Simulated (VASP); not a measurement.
# Bi4C (Pm-3m) in VASP: a series of runs, part 2 of 2

VASP 6.6.1.

## Step 3: Single point, PBE

This run uses another cell than the first one, of 26.56 Å³/atom.

The input, INCAR:

```
SYSTEM = Bi4C
PREC = Accurate
ENCUT = 520
EDIFF = 1E-7
ISMEAR = 0
SIGMA = 0.1
LREAL = .False.
LASPH = .True.
NELM = 100
ALGO = Normal
ISIF = 2
LWAVE = .False.
LCHARG = .False.
GGA = PE
NBANDS = 40
```

The input, KPOINTS:

```
regular mesh
0
Gamma
  8 8 8
  0 0 0
```

The input, POSCAR:

```
Bi4C
1.0
    5.1017986102      0.0000000000      0.0000000000
    0.0000000000      5.1017986102      0.0000000000
    0.0000000000      0.0000000000      5.1017986102
Bi C
4 1
Direct
    0.0000000000      0.0000000000      0.0000000000
    0.5000000000      0.5000000000      0.0000000000
    0.5000000000      0.0000000000      0.5000000000
    0.0000000000      0.5000000000      0.5000000000
    0.5000000000      0.5000000000      0.5000000000
```

Potentials or basis: VASP PAW PBE potentials, release 64 (Bi_d, C).

Launch:

```console
cat potpaw_PBE.64/Bi_d/POTCAR potpaw_PBE.64/C/POTCAR > POTCAR
mpirun -np 1 vasp_std > vasp.out
```

OUTCAR:

```text
SYSTEM = Bi4C
   PREC = Accurate
   ENCUT = 520
   EDIFF = 1E-7
   ISMEAR = 0
   LREAL = .False.
   LASPH = .True.
   NELM = 100
   ISIF = 2
   GGA = PE

 ion  position               nearest neighbor table
   1  0.000  0.000  0.000-   2 3.61   3 3.61   4 3.61   3 3.61   4 3.61   2 3.61   4 3.61   4 3.61
                             2 3.61   3 3.61   3 3.61   2 3.61
   2  0.500  0.500  0.000-   5 2.55   5 2.55   4 3.61   1 3.61   3 3.61   4 3.61   3 3.61   1 3.61
                             3 3.61   3 3.61   1 3.61   4 3.61   4 3.61   1 3.61
   3  0.500  0.000  0.500-   5 2.55   5 2.55   4 3.61   1 3.61   1 3.61   2 3.61   2 3.61   4 3.61
                             2 3.61   2 3.61   1 3.61   4 3.61   1 3.61   4 3.61
   4  0.000  0.500  0.500-   5 2.55   5 2.55   3 3.61   1 3.61   1 3.61   2 3.61   1 3.61   3 3.61
                             1 3.61   2 3.61   3 3.61   2 3.61   2 3.61   3 3.61
   5  0.500  0.500  0.500-   2 2.55   3 2.55   4 2.55   2 2.55   3 2.55   4 2.55

  LATTYP: Found a simple cubic cell.
 ALAT       =     5.1017986102

  Lattice vectors:

 A1 = (   5.1017986102,   0.0000000000,   0.0000000000)
 A2 = (   0.0000000000,   5.1017986102,   0.0000000000)
 A3 = (   0.0000000000,   0.0000000000,   5.1017986102)

Analysis of symmetry for initial positions (statically):
=====================================================================
 Subroutine PRICEL returns:
 Original cell was already a primitive cell.

 Routine SETGRP: Setting up the symmetry group for a
 simple cubic supercell.

 Subroutine GETGRP returns: Found 48 space group operations
 (whereof 48 operations were pure point group operations)
 out of a pool of 48 trial point group operations.

The static configuration has the point symmetry O_h .

Analysis of symmetry for dynamics (positions and initial velocities):
=====================================================================
 Subroutine PRICEL returns:
 Original cell was already a primitive cell.

 Routine SETGRP: Setting up the symmetry group for a
[... 134 lines left out ...]
  Fermi-wavevector in a.u.,A,eV,Ry     =   1.283546  2.425551 22.415474  1.647491
  Thomas-Fermi vector in A             =   2.415793
   LORBIT       =      0    0 simple, 1 ext, 2 COOP (PROOUT), +10 PAW based schemes
   GGA     = PE    functional components
   LHFCALC =     F    Hartree Fock is set to
   AEXX    =    0.0000 exact exchange contribution
   IVDW    =     0    specifies the selected vdW correction
   LEPSILON=     F    determine dielectric tensor
   LRPA    =     F    only Hartree local field effects (RPA)
 non-spin polarized calculation
 Gauss-broadening in eV      SIGMA  =   0.10
  energy-cutoff  :      520.00
  volume of cell :      132.79
 maximum number of plane-waves:      3608
 NGX is ok and might be reduce to    40
   NGX = 19   NGY = 19   NGZ = 19

 number of electron      64.0000014 magnetization

 Free energy of the ion-electron system (eV)
  ---------------------------------------------------
  ext. energy  EPLUGINS =         0.00000000
  ---------------------------------------------------
  free energy    TOTEN  =       -20.46366334 eV

  energy without entropy =      -20.43975896  energy(sigma->0) =      -20.45171115

 E-fermi :   7.6891     XC(G=0): -10.3561

 val. band max:        7.6537374092   @ k =   0.2500   0.2500   0.2500
 cond. band min:       7.7232051204   @ k =   0.5000   0.2500   0.1250
 fundamental gap:      0.0694677112
 Fermi energy:         7.6890863389

 k-point     1 :       0.0000    0.0000    0.0000
  band No.  band energies     occupation
      1     -15.3762      2.00000
      2     -15.3645      2.00000
      3     -15.3645      2.00000
      4     -15.3645      2.00000
      5     -15.3249      2.00000
      6     -15.3249      2.00000
[... 1021 lines left out ...]
     39      11.2576      0.00000
     40      13.2204      0.00000

 [... further k-points ...]

------------------------ aborting loop because EDIFF is reached ----------------------------------------

  FORCE on cell =-STRESS in cart. coord.  units (eV):
  Direction    XX          YY          ZZ          XY          YZ          ZX
  --------------------------------------------------------------------------------------
  -------------------------------------------------------------------------------------
  Total       -0.0051715     -0.0051715     -0.0051715     -0.0000000      0.0000000      0.0000000
  in kB       -0.0623963     -0.0623963     -0.0623963     -0.0000000      0.0000000      0.0000000
  external PRESSURE =      -0.0623963 kB  Pullay stress =       0.0000000 kB

 VOLUME and BASIS-vectors are now :
 -----------------------------------------------------------------------------
  energy-cutoff  :      520.00
  volume of cell :      132.79
      direct lattice vectors                 reciprocal lattice vectors
     5.101798610  0.000000000  0.000000000     0.196009305  0.000000000  0.000000000
     0.000000000  5.101798610  0.000000000     0.000000000  0.196009305  0.000000000
     0.000000000  0.000000000  5.101798610     0.000000000  0.000000000  0.196009305

 POSITION                                       TOTAL-FORCE (eV/Angst)
 -----------------------------------------------------------------------------------
      0.00000      0.00000      0.00000         0.000000      0.000000      0.000000
      2.55090      2.55090      0.00000         0.000000      0.000000      0.000000
      2.55090      0.00000      2.55090         0.000000      0.000000      0.000000
      0.00000      2.55090      2.55090         0.000000      0.000000      0.000000
      2.55090      2.55090      2.55090         0.000000      0.000000      0.000000
 -----------------------------------------------------------------------------------
    total drift:                               -0.000000     -0.000000     -0.000000

  FREE ENERGIE OF THE ION-ELECTRON SYSTEM (eV)
  ---------------------------------------------------
  free  energy   TOTEN  =       -20.4636633428 eV

  energy  without entropy=      -20.4397589592  energy(sigma->0) =      -20.45171115
```

OSZICAR:

```text
N       E                     dE             d eps       ncg     rms          rms(c)
DAV:   1     0.773485184246E+03    0.77349E+03   -0.32732E+04  2800   0.198E+03
DAV:   2     0.701060104344E+02   -0.70338E+03   -0.68596E+03  2808   0.563E+02
DAV:   3    -0.178635345891E+02   -0.87970E+02   -0.84113E+02  3392   0.205E+02
DAV:   4    -0.227739582378E+02   -0.49104E+01   -0.48498E+01  3304   0.480E+01
[... 10 lines left out ...]
DAV:  15    -0.204636657445E+02   -0.11341E-06   -0.92176E-06  3576   0.166E-02    0.152E-02
DAV:  16    -0.204636663689E+02   -0.62440E-06   -0.37532E-07  2808   0.307E-03    0.168E-02
DAV:  17    -0.204636632549E+02    0.31140E-05   -0.87347E-06  3032   0.198E-02    0.588E-03
DAV:  18    -0.204636633294E+02   -0.74541E-07   -0.11837E-06  3288   0.707E-03    0.548E-03
DAV:  19    -0.204636633428E+02   -0.13339E-07   -0.19991E-07  2376   0.497E-03
   1 F= -.20463663E+02 E0= -.20451711E+02  d E =-.239044E-01
```

stdout:

```text
POSCAR found type information on POSCAR BiC
 POSCAR found :  2 types and       5 ions
 scaLAPACK will be used
 LDA part: xc-table for (Slater+PW92), standard interpolation
 POSCAR, INCAR and KPOINTS ok, starting setup
 FFT: planning ... GRIDC
 FFT: planning ... GRID_SOFT
 FFT: planning ... GRID
 WAVECAR not read
 entering main loop
```

It took 4.4 min on 1 thread of Intel Xeon 8259CL, shared host; peak memory 0.32 GiB.

Results:

- Free energy: -20.4637 eV
- Pressure: 0.0 GPa
- Band gap on the k mesh: zero (bands 32 and 33 overlap by 2.61 eV)

Levels at points of the mesh, in eV from the Fermi level:
| k point | band 30 | band 31 | band 32 | band 33 | band 34 | band 35 |
| --- | --- | --- | --- | --- | --- | --- |
| (0.00, 0.00, 0.00) | -1.65 | -1.65 | 0.35 | 0.35 | 0.35 | 3.58 |
| (0.50, 0.00, 0.00) | -1.00 | -0.69 | -0.38 | 0.28 | 0.28 | 0.89 |
| (0.50, 0.50, 0.00) | -1.07 | -1.07 | -0.93 | 0.06 | 0.06 | 1.43 |
| (0.50, 0.50, 0.50) | 0.38 | 0.38 | 1.09 | 2.57 | 2.57 | 3.07 |

Caveat: spin-orbit coupling is left out, which moves the levels of the heavy elements.

## Step 4: Relaxation of cell and atoms, PBE

The input, INCAR:

```
ALGO = Normal
EDIFF = 1E-6
EDIFFG = -0.01
ENCUT = 600
GGA = PE
IBRION = 2
ISIF = 3
ISMEAR = 0
LASPH = T
LCHARG = F
LREAL = F
LWAVE = F
NELM = 100
NSW = 100
PREC = Accurate
SIGMA = 0.1
```

The input, KPOINTS:

```
k-points
0
Gamma
  8 8 8
```

POSCAR: that of step 3 with these lines changed.

```diff
@@ -2,5 +2,5 @@
 1.0
-    5.1017986102      0.0000000000      0.0000000000
-    0.0000000000      5.1017986102      0.0000000000
-    0.0000000000      0.0000000000      5.1017986102
+    5.1924136400      0.0000000000      0.0000000000
+    0.0000000000      5.1924136400      0.0000000000
+    0.0000000000      0.0000000000      5.1924136400
 Bi C
```

Launch:

```console
cat potpaw_PBE.64/Bi_d/POTCAR potpaw_PBE.64/C/POTCAR > POTCAR
mpirun -np 1 vasp_std > vasp.out
```

Run time: 12 min. Hardware: 1 thread of Intel Xeon 8259CL, shared host; peak memory 0.39 GiB.

Results (log left out):

```
Free energy                           : -20.4655 eV
Relaxed volume                        : 26.58 Å³/atom
Relaxed cell                          : a = 5.103 Å, b = 5.103 Å, c = 5.103 Å, α = 90.00°, β = 90.00°, γ = 90.00°
Space group after relaxing (to 0.1 Å) : Pm-3m (No. 221)
Energy gained by relaxing             : 13.6 meV/atom
Ionic steps                           : 3
Pressure after relaxing               : 0.0 GPa
Band gap on the k mesh                : zero (bands 32 and 33 overlap by 2.61 eV)
```

The path:
```csv
step,energy change (eV),largest force (eV/Å),pressure (GPa),volume (Å³)
1,0.0000,0.0000,-2.93,139.99
2,-0.0542,0.0000,1.50,129.88
3,-0.0678,0.0000,-0.01,132.88
```

Final structure:
```
CELL_PARAMETERS angstrom
5.10296 0.00000 0.00000
0.00000 5.10296 0.00000
0.00000 0.00000 5.10296
ATOMIC_POSITIONS crystal
Bi 0.00000 0.00000 0.00000
Bi 0.50000 0.50000 0.00000
Bi 0.50000 0.00000 0.50000
Bi 0.00000 0.50000 0.50000
C 0.50000 0.50000 0.50000
```

Levels at points of the mesh, in eV from the Fermi level:
```
           k point  band 29  band 30  band 31  band 32  band 33  band 34  band 35  band 36
(0.00, 0.00, 0.00)    -1.65    -1.65    -1.65     0.35     0.35     0.35     3.58     3.58
(0.50, 0.00, 0.00)    -2.55    -1.00    -0.69    -0.38     0.28     0.28     0.89     1.90
(0.50, 0.50, 0.00)    -2.66    -1.07    -1.07    -0.93     0.06     0.06     1.43     2.46
(0.50, 0.50, 0.50)     0.38     0.38     0.38     1.08     2.57     2.57     3.07     3.07
```

Caveat: spin-orbit coupling is left out, which moves the levels of the heavy elements.

## Step 5: Overview

```csv
task,cell,k mesh,cutoff (eV),gap on the mesh (eV),pressure (GPa)
single point,"a = 5.192 Å, 5 atoms",4 × 4 × 4,520,none,-2.8
single point,"a = 5.102 Å, 5 atoms",8 × 8 × 8,520,none,0.0
relaxation of cell and atoms,"relaxed from a = 5.192 Å, 5 atoms",8 × 8 × 8,600,none,0.0
```

Alike in all rows: level PBE; potentials or basis VASP PAW PBE potentials, release 64 (Bi_d, C); no spin polarisation; smearing gaussian 0.1 eV.

Caveats: spin-orbit coupling is left out, which moves the levels of the heavy elements.

Absolute energies hang on the potentials; compare differences alone.
